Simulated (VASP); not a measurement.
C: single point with PBE+D3(BJ)

C:

```
C
1.0
    -2.46466    0.00000    0.00000
     0.00000    0.00000   -3.57197
     0.00000   -4.26892    0.00000
C
4
Cartesian
  -1.2323 -0.7115 0.0000
  0.0000 -2.8219 0.0000
  0.0000 -1.4230 0.0000
  -1.2323 -3.5814 0.0000
```

This cell differs from its parent crystal: atoms displaced along a vibrational mode.

| Item | Value |
| --- | --- |
| Program | VASP 6.6.1 |
| Task | single point |
| Functional | PBE |
| Dispersion | D3(BJ) |
| Potentials or basis | VASP PAW PBE potentials, release 64 (C) |
| Cutoff | 520 eV |
| k mesh | 18 × 12 × 10 |
| Occupations | gaussian, width 0.15 eV |
| Spin | no spin polarisation |

| Item | Value |
| --- | --- |
| Pressure | 0.8 GPa |
| Largest force | 2.269 eV/Å |
| Band gap on the k mesh | zero (bands 8 and 9 overlap by 0.59 eV) |
| Dispersion energy per atom | -0.145 eV |

Forces in eV/Å, atoms in the order of the input:
```
C    0.000 -0.396  0.000
C    0.000 -2.269  0.000
C    0.000  0.396  0.000
C    0.000  2.269  0.000
```

Stress tensor (GPa, compression positive):
```
-1.12  0.00  0.00
 0.00  3.57  0.00
 0.00  0.00 -0.15
```

Levels at points of the mesh, in eV from the Fermi level:
| k point | band 4 | band 5 | band 6 | band 7 | band 8 | band 9 | band 10 | band 11 | band 12 | band 13 |
| --- | --- | --- | --- | --- | --- | --- | --- | --- | --- | --- |
| (0.00, 0.00, 0.00) | -6.87 | -6.29 | -3.38 | -2.64 | -1.65 | 2.06 | 3.83 | 7.33 | 7.83 | 8.80 |
| (0.50, 0.00, 0.00) | -10.39 | -9.15 | -9.15 | -2.23 | -2.23 | 3.40 | 3.40 | 9.27 | 9.27 | 11.47 |
| (0.00, 0.50, 0.00) | -8.29 | -6.26 | -3.36 | -2.67 | -2.62 | 0.82 | 7.57 | 7.89 | 8.86 | 9.18 |
| (0.50, 0.50, 0.00) | -10.30 | -9.09 | -9.09 | -3.33 | -3.33 | 2.57 | 2.57 | 10.30 | 10.30 | 12.01 |
| (0.00, 0.00, 0.50) | -7.50 | -5.28 | -5.12 | -5.05 | -4.54 | 5.65 | 5.70 | 7.36 | 7.65 | 8.02 |
| (0.50, 0.00, 0.50) | -13.17 | -6.49 | -6.49 | -1.94 | -1.94 | 2.52 | 2.52 | 7.20 | 7.20 | 10.92 |
| (0.00, 0.50, 0.50) | -7.44 | -6.60 | -6.41 | -5.10 | -4.52 | 6.70 | 7.00 | 8.15 | 8.45 | 10.63 |
| (0.50, 0.50, 0.50) | -13.06 | -6.46 | -6.46 | -2.92 | -2.92 | 1.21 | 1.21 | 7.45 | 7.45 | 13.10 |

Run time: 95 s on 1 thread of Intel(R) Xeon(R) Platinum 8488C (Sapphire Rapids) (shared host), peak memory 0.29 GiB.

Caveat: the cell differs from its parent crystal (atoms displaced along a vibrational mode); forces of over 1 eV/Å act on the atoms, so gaps and moduli don't describe the material at rest.
